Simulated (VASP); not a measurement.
Wanted: the native input for a VASP 6.6.1 run.

```yaml
Task: single point
Functional: PBE
Potentials_or_basis: VASP PAW PBE potentials, release 64 (Sn_d, O)
Cutoff: 520 eV
k_mesh: 8 × 8 × 6
Occupations: gaussian, width 0.05 eV
Spin: non-collinear spin, zero start, spin-orbit coupling
Starting_moments: "[[0.0, 0.0, 0.0], [0.0, 0.0, 0.0], [0.0, 0.0, 0.0], [0.0, 0.0, 0.0]] μB"
Dipole_correction: no
Further_INCAR_settings: ALGO = Normal; EDIFF = 1e-07; NBANDS = 54
```

The structure of SnO lies in POSCAR:

```
SnO
1.0
    3.8357913670      0.0000000000      0.0000000000
    0.0000000000      3.8357913670      0.0000000000
    0.0000000000      0.0000000000      4.7511721913
Sn O
2 2
Direct
    0.0000000000      0.5000000000      0.2435694544
    0.5000000000      0.0000000000      0.7564305456
    0.0000000000      0.0000000000      0.0000000000
    0.5000000000      0.5000000000      0.0000000000
```

The input as run:

INCAR

```
PREC = Accurate
ENCUT = 520
EDIFF = 1E-7
ISMEAR = 0
SIGMA = 0.05
LREAL = False
LASPH = True
NELM = 150
ALGO = Normal
ISIF = 2
LWAVE = False
LCHARG = False
MAGMOM = 0 0 0 0 0 0 0 0 0 0 0 0
LORBIT = 11
LSORBIT = True
GGA_COMPAT = False
LORBMOM = True
GGA = PE
NBANDS = 54
```

KPOINTS

```
regular mesh
0
Gamma
  8 8 6
```

Potentials or basis: VASP PAW PBE potentials, release 64 (Sn_d, O).

The run is started by

```sh
$ cat potpaw_PBE.64/Sn_d/POTCAR potpaw_PBE.64/O/POTCAR > POTCAR
$ mpirun -np 1 vasp_ncl > vasp.out
```

It gave:

```json
{
  "Pressure": "2.5 GPa",
  "Largest force": "0.101 eV/Å",
  "Net moment": "0.00 μB per cell",
  "Valence electrons inside the program's atomic spheres": "Sn 12.11; O 5.00"
}
```

Wall time 5.7 min on 1 thread of Oxide Virtual Turin-like Processor (shared host), peak memory 0.46 GiB.
